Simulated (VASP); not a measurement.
Wanted: the native input for a VASP 6.6.1 run.

```
Task                   : single point
Functional             : PBE
Potentials or basis    : VASP PAW PBE potentials, release 64 (Mn_pv, S)
Cutoff                 : 520 eV
k mesh                 : 8 × 8 × 8
Occupations            : gaussian, width 0.05 eV
Spin                   : collinear spin, antiferromagnetic start
Starting moments       : [4.92, -4.92, 0.0, 0.0] μB
Hubbard terms          : Mn d U = 3.9 eV
Dipole correction      : no
Further INCAR settings : ALGO = Normal; EDIFF = 1e-07; NBANDS = 31
```

The structure of MnS lies in POSCAR:

```
MnS
1.0
    1.8694334629      1.0793179132      6.0675034003
   -1.8694334629      1.0793179132      6.0675034003
    0.0000000000     -2.1586358259      6.0675034004
Mn S
2 2
Direct
    0.0000000000      0.0000000000      0.0000000000
    0.5000000000      0.5000000000      0.5000000000
    0.7499999998      0.7499999998      0.7499999998
    0.2500000002      0.2500000002      0.2500000002
```

One way to write it, as run:

INCAR

```
SYSTEM = MnS
PREC = Accurate ; ENCUT = 520
EDIFF = 1E-7 ; ISMEAR = 0
SIGMA = 0.05 ; LREAL = .FALSE.
LASPH = .TRUE. ; NELM = 150
ALGO = Normal ; ISIF = 2
LWAVE = .FALSE. ; LCHARG = .FALSE.
ISPIN = 2 ; MAGMOM = 4.92 -4.92 0 0
LORBIT = 11 ; LMAXMIX = 4
LDAU = .TRUE. ; LDAUTYPE = 2
LDAUL = 2 -1 ; LDAUU = 3.9 0
LDAUJ = 0 0 ; LDAUPRINT = 1
GGA = PE ; NBANDS = 31
```

KPOINTS

```
regular mesh
0
G
  8 8 8
  0 0 0
```

Potentials or basis: VASP PAW PBE potentials, release 64 (Mn_pv, S).

Command:

```sh
$ cat potpaw_PBE.64/Mn_pv/POTCAR potpaw_PBE.64/S/POTCAR > POTCAR
$ mpirun -np 1 vasp_std > vasp.out
```

Results of the run:

```
Pressure                                              : -0.5 GPa
Band gap on the k mesh                                : 2.30 eV
Net moment                                            : 0.00 μB per cell
Site moments                                          : Mn +4.53, -4.53; S +0.00 μB
Valence electrons inside the program's atomic spheres : Mn 11.26; S 3.76
```

Caveat: the antiferromagnetic order is the one typed at the start, and another may lie lower.

Run time: 5.8 min on 1 thread of Intel(R) Xeon(R) 6975P-C (Granite Rapids) (shared host), peak memory 0.53 GiB.
